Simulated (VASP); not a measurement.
## Y2AlB2: single point with PBE

The system is Y2AlB2.

```xyz
5
Lattice="0.0000 0.0000 3.6545 4.2147 -2.5551 1.8272 4.2147 2.5551 -1.8272" Properties=species:S:1:pos:R:3 pbc="T T T"
B     4.2147   -0.8460    3.6545
B     4.2147    0.8460    0.0000
Y     5.9621    0.0000    1.8272
Y     2.4673    0.0000    1.8272
Al    0.0000    0.0000    0.0000
```

| Quantity | Value |
| --- | --- |
| Program | VASP 6.6.1 |
| Task | single point |
| Functional | PBE |
| Potentials or basis | VASP PAW PBE potentials, release 64 (B, Y_sv, Al) |
| Cutoff | 520 eV |
| k mesh | 6 × 6 × 6 |
| Occupations | fermi-dirac, width 0.0155 eV |
| Spin | no spin polarisation |
| Dipole correction | no |
| Further INCAR settings | ALGO = Normal; EDIFF = 1e-07; NBANDS = 24 |

- Pressure: 4.9 GPa
- Largest force: 0.008 eV/Å
- Band gap on the k mesh: zero (an odd number of electrons rules out a gap without spin polarisation)

Forces in eV/Å, atoms in the order of the input:
```
B    0.000 -0.008  0.000
B    0.000  0.008  0.000
Y   -0.004  0.000  0.000
Y    0.004  0.000  0.000
Al   0.000  0.000  0.000
```

Stress tensor (GPa, compression positive):
```
4.87 0.00 0.00
0.00 4.92 0.00
0.00 0.00 4.82
```

Levels at points of the mesh, in eV from the Fermi level:
| k point | band 13 | band 14 | band 15 | band 16 | band 17 | band 18 |
| --- | --- | --- | --- | --- | --- | --- |
| (0.00, 0.00, 0.00) | -1.95 | -1.07 | -0.64 | 0.45 | 1.56 | 3.35 |
| (0.50, 0.00, 0.00) | -1.71 | -1.28 | -0.19 | -0.08 | 0.31 | 2.36 |
| (0.00, 0.50, 0.00) | -1.32 | -1.08 | 0.29 | 0.29 | 0.95 | 2.93 |
| (0.50, 0.50, 0.00) | -1.84 | -1.69 | -1.25 | -0.58 | -0.30 | 3.19 |
| (0.00, 0.50, 0.50) | -0.94 | -0.57 | -0.20 | 1.69 | 2.08 | 2.76 |

Wall time 88 s on 1 thread of Intel(R) Xeon(R) Platinum 8488C (Sapphire Rapids) (shared host), peak memory 0.25 GiB.

Caveat: the cell stands under pressure.
